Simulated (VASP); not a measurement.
Input of a VASP 6.6.1 run:

The input INCAR:

```
SYSTEM = Tl3Sb2Mo
PREC = Accurate ; ENCUT = 520
EDIFF = 1E-6 ; ISMEAR = 0
SIGMA = 0.1 ; LREAL = .FALSE.
LASPH = .TRUE. ; NELM = 80
ALGO = Normal ; ISIF = 2
LWAVE = .FALSE. ; LCHARG = .TRUE.
GGA = PE ; LELF = .TRUE.
LVHAR = .TRUE. ; NBANDS = 40
```

File KPOINTS:

```
regular mesh
0
G
  3 3 3
  0 0 0
```

POSCAR

```
Tl3Sb2Mo
1.0
    3.2486666200      1.8756185500      5.0835182400
   -3.2486666200      1.8756185500      5.0835182400
    0.0000000000     -3.7512371000      5.0835182400
Tl Sb Mo
3 2 1
Direct
    0.5000000000      0.5000000000      0.0000000000
    0.0000000000      0.5000000000      0.5000000000
    0.5000000000      0.0000000000      0.5000000000
    0.8209572300      0.8209572300      0.8209572300
    0.1790427700      0.1790427700      0.1790427700
    0.0000000000      0.0000000000      0.0000000000
```

Potentials or basis: VASP PAW PBE potentials, release 64 (Tl_d, Sb, Mo_sv).

Run with:

```sh
$ cat potpaw_PBE.64/Tl_d/POTCAR potpaw_PBE.64/Sb/POTCAR potpaw_PBE.64/Mo_sv/POTCAR > POTCAR
$ mpirun -np 1 vasp_std > vasp.out
```

Estimate the pressure.

-0.4 GPa.

What does it give for the largest force?

2.069 eV/Å.

Estimate the band gap on the k mesh.

zero (an odd number of electrons rules out a gap without spin polarisation).

Forces in eV/Å, atoms in the order of the input:
```
Tl   0.000  0.000  0.000
Tl   0.000  0.000  0.000
Tl   0.000  0.000  0.000
Sb   0.000  0.000  2.069
Sb   0.000  0.000 -2.069
Mo   0.000  0.000  0.000
```

Caveat: the k points lie up to 0.40 Å⁻¹ apart, too coarse for converged energies and pressures of a metal; spin-orbit coupling is left out, which moves the levels of the heavy elements; forces of over 1 eV/Å act on the atoms, so gaps and moduli don't describe the material at rest.
